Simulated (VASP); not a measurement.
Input of a VASP 6.6.1 run:

File INCAR:

```
ALGO     = Normal         # electronic algorithm
EDIFF    = 1E-6           # SCF threshold, eV
EDIFFG   = -0.04          # ionic threshold
ENCUT    = 600            # plane-wave cutoff, eV
GGA      = PE             # functional
IBRION   = 2              # ionic algorithm
ISIF     = 3              # what is computed and relaxed
ISMEAR   = 0              # smearing method
LASPH    = True           # aspherical terms in the spheres
LCHARG   = False          # write CHGCAR
LREAL    = False          # projectors in reciprocal space
LWAVE    = False          # write WAVECAR
NELM     = 80             # most SCF steps
NSW      = 90             # ionic steps
PREC     = Accurate       # precision mode
SIGMA    = 0.1            # smearing width, eV
```

Contents of KPOINTS:

```
k-points
0
Gamma
  6 6 4
```

The input POSCAR:

```
Ge2BiO2
1.0
    4.3447533900      0.0000000000      0.0000000000
   -2.1723766900      3.7626668100      0.0000000000
    0.0000000000      0.0000000000      5.3170910400
Ge Bi O
2 1 2
Direct
    0.3333333300      0.6666666700      0.7264851800
    0.6666666700      0.3333333300      0.7264851800
    0.0000000000      0.0000000000      0.3368809400
    0.3333333300      0.6666666700      0.9774233800
    0.6666666700      0.3333333300      0.9774233800
```

Potentials or basis: VASP PAW PBE potentials, release 64 (Ge_d, Bi_d, O).

Command:

```sh
$ cat potpaw_PBE.64/Ge_d/POTCAR potpaw_PBE.64/Bi_d/POTCAR potpaw_PBE.64/O/POTCAR > POTCAR
$ mpirun -np 1 vasp_std > vasp.out
```

(1) Predict the band gap on the k mesh.

(2) Estimate the space group after relaxing (to 0.1 Å).

(3) Estimate the relaxed cell.

(4) Estimate the relaxed volume.

Results:

(1) zero (an odd number of electrons rules out a gap without spin polarisation).

(2) P6mm (No. 183).

(3) a = 4.506 Å, b = 4.506 Å, c = 4.832 Å, α = 90.00°, β = 90.00°, γ = 120.00°.

(4) 17.00 Å³/atom.

Caveat: spin-orbit coupling is left out, which moves the levels of the heavy elements; an odd number of electrons without spin polarisation forces a metal; a magnetic or distorted state may lie lower.
